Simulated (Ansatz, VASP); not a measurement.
# MgB: VASP beside Ansatz

The input INCAR:

```
  PREC = Accurate
  ENCUT = 520
  EDIFF = 1E-6
  ISMEAR = -1
  SIGMA = 0.05
  LREAL = False
  LASPH = True
  NELM = 80
  ALGO = Normal
  ISIF = 2
  LWAVE = False
  LCHARG = False
  GGA = RP
  NBANDS = 10
```

Contents of KPOINTS:

```
regular mesh
0
Gamma
  9 9 9
```

The input POSCAR:

```
MgB
1.0
    2.8951500000      0.0000000000      0.0000000000
    0.0000000000      2.8951500000      0.0000000000
    0.0000000000      0.0000000000      2.8951500000
Mg B
1 1
Direct
    0.0000000000      0.0000000000      0.0000000000
    0.5000000000      0.5000000000      0.5000000000
```

The input input.yaml:

```yaml
crystal:
  lattice:
    - [2.89515, 0.0, 0.0]
    - [0.0, 2.89515, 0.0]
    - [0.0, 0.0, 2.89515]
  atoms:
    - { symbol: Mg, position: [0.0, 0.0, 0.0] }
    - { symbol: B, position: [0.5, 0.5, 0.5] }
hamiltonian:
  xc: rpbe
  pseudopotentials: { kind: paw }
kpoints:
  mp_grid: { grid: [9, 9, 9] }
  band_path:
    path:
      - [[0.0, 0.0, 0.0], [0.0, 0.5, 0.0], [0.5, 0.5, 0.0], [0.0, 0.0, 0.0], [0.5, 0.5, 0.5], [0.0, 0.5, 0.0]]
      - [[0.5, 0.5, 0.0], [0.5, 0.5, 0.5]]
    npoints: 14
scf:
  occupations: { method: fermi_dirac, width: 0.05 }
  n_extra_bands: 6
output:
  forces: true
  stress: true
  eigenvalues: true
  fatbands: false
  write_density: true
  write_potential: true
  elf: true
  volumetric_format: npy
```

Alike in both runs: functional RPBE; k mesh 9 × 9 × 9; occupations fermi-dirac, width 0.05 eV; no spin polarisation.

```csv
,VASP,Ansatz
version,VASP 6.6.1,Ansatz 0.2.0
potentials or method,"VASP PAW PBE potentials, release 64 (Mg, B)",Ansatz PAW
plane-wave cutoff (eV),520,420
valence electrons in the cell,5,13
task,single point,band structure
```

Ansatz gave:

- gap on the k mesh at the Fermi level (eV): none
- pressure (GPa): 2.8

Q: Which values does VASP return?

A: gap on the k mesh at the Fermi level (eV): none; pressure (GPa): 2.4.

VASP's potentials were made for PBE, not for RPBE. A gap of «none» marks a metal or a gap that the smearing closes. The functional is the same, so the differences come from potentials, cutoffs and numerics. VASP's potentials hold 5 valence electrons a cell and Ansatz's 13, so a difference there can come from the potentials and not from the codes.
